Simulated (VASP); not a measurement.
A run of VASP 6.6.1 is set up as follows.

File INCAR:

```
SYSTEM = Be4Te3S
  ALGO = Normal
  EDIFF = 1E-6
  ENCUT = 520
  GGA = PE
  ISIF = 2
  ISMEAR = -1
  LASPH = .TRUE.
  LCHARG = .FALSE.
  LREAL = .FALSE.
  LWAVE = .FALSE.
  NBANDS = 26
  NELM = 60
  PREC = Accurate
  SIGMA = 0.02
```

Contents of KPOINTS:

```
k-points
0
G
  4 4 4
  0 0 0
```

The input POSCAR:

```
Be4Te3S
1.0
    5.4713618950      0.0000000000      0.0000000000
    0.0000000000      5.4713618950      0.0000000000
    0.0000000000      0.0000000000      5.4713618950
S Be Te
1 4 3
Direct
    0.0000000000      0.0000000000      0.0000000000
    0.7681732345      0.7681732345      0.7681732345
    0.2318267655      0.2318267655      0.7681732345
    0.2318267655      0.7681732345      0.2318267655
    0.7681732345      0.2318267655      0.2318267655
    0.5000000000      0.5000000000      0.0000000000
    0.5000000000      0.0000000000      0.5000000000
    0.0000000000      0.5000000000      0.5000000000
```

Potentials or basis: VASP PAW PBE potentials, release 64 (S, Be, Te).

Command:

```console
$ cat potpaw_PBE.64/S/POTCAR potpaw_PBE.64/Be/POTCAR potpaw_PBE.64/Te/POTCAR > POTCAR
$ mpirun -np 1 vasp_std > vasp.out
```

**Question.** Predict the largest force.

**Answer.** 0.013 eV/Å.

**Question.** What does it give for the pressure?

**Answer.** 0.1 GPa.

Forces in eV/Å, atoms in the order of the input:
```
S    0.000  0.000  0.000
Be   0.007  0.007  0.007
Be  -0.007 -0.007  0.007
Be  -0.007  0.007 -0.007
Be   0.007 -0.007 -0.007
Te   0.000  0.000  0.000
Te   0.000  0.000  0.000
Te   0.000  0.000  0.000
```
